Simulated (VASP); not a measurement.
TaHg:

```
CELL_PARAMETERS angstrom
3.32377 0.00000 0.00000
-1.66188 2.87847 0.00000
0.00000 0.00000 9.77302
ATOMIC_POSITIONS crystal
Ta 0.33333 0.66667 0.37838
Ta 0.66667 0.33333 0.62162
Hg 0.33333 0.66667 0.87164
Hg 0.66667 0.33333 0.12836
```

```yaml
Program: VASP 6.6.1
Task: relaxation of cell and atoms
Functional: PBE
Potentials_or_basis: VASP PAW PBE potentials, release 64 (Ta_pv, Hg)
Cutoff: 500 eV
k_mesh: 6 × 6 × 2
Occupations: gaussian, width 0.1 eV
Spin: no spin polarisation
```

At the start: pressure -13.7 GPa; volume 23.38 Å³/atom.

Task: How do energy, volume and symmetry change on relaxing?

Result: Over 13 steps the energy falls by 200.5 meV/atom and the volume is 20.31 Å³/atom (-13.1 %); space group P-3m1 (No. 164, to 0.05 Å).

Step by step:
| step | energy change (eV) | largest force (eV/Å) | pressure (GPa) | volume (Å³) |
| --- | --- | --- | --- | --- |
| 1 | 0.0000 | 1.1026 | -13.71 | 93.50 |
| 2 | 0.3151 | 0.8949 | 31.95 | 68.94 |
| 3 | -0.6817 | 0.3625 | 0.07 | 80.99 |
| 4 | -0.6825 | 0.3391 | 0.61 | 80.67 |
| 5 | -0.7626 | 0.2916 | 0.49 | 80.64 |
| 6 | -0.7877 | 0.3096 | 0.89 | 80.53 |
| 7 | -0.7883 | 0.3079 | 0.81 | 80.55 |
| 8 | -0.7953 | 0.1712 | -1.36 | 81.82 |
| 9 | -0.7961 | 0.2017 | -0.85 | 81.51 |
| 10 | -0.8013 | 0.0547 | 0.16 | 80.90 |
| 11 | -0.8013 | 0.0483 | 0.09 | 80.94 |
| 12 | -0.8016 | 0.0414 | 0.01 | 81.04 |
| 13 | -0.8018 | 0.0260 | -0.15 | 81.25 |

Final structure:
```xyz
4
Lattice="3.0756 0.0000 0.0000 -1.5378 2.6636 0.0000 0.0000 0.0000 9.9180" Properties=species:S:1:pos:R:3 pbc="T T T"
Ta    0.0000    1.7757    3.8057
Ta    1.5378    0.8879    6.1122
Hg    0.0000    1.7757    8.5751
Hg    1.5378    0.8879    1.3429
```

Caveat: the k points lie up to 0.39 Å⁻¹ apart in the final cell.
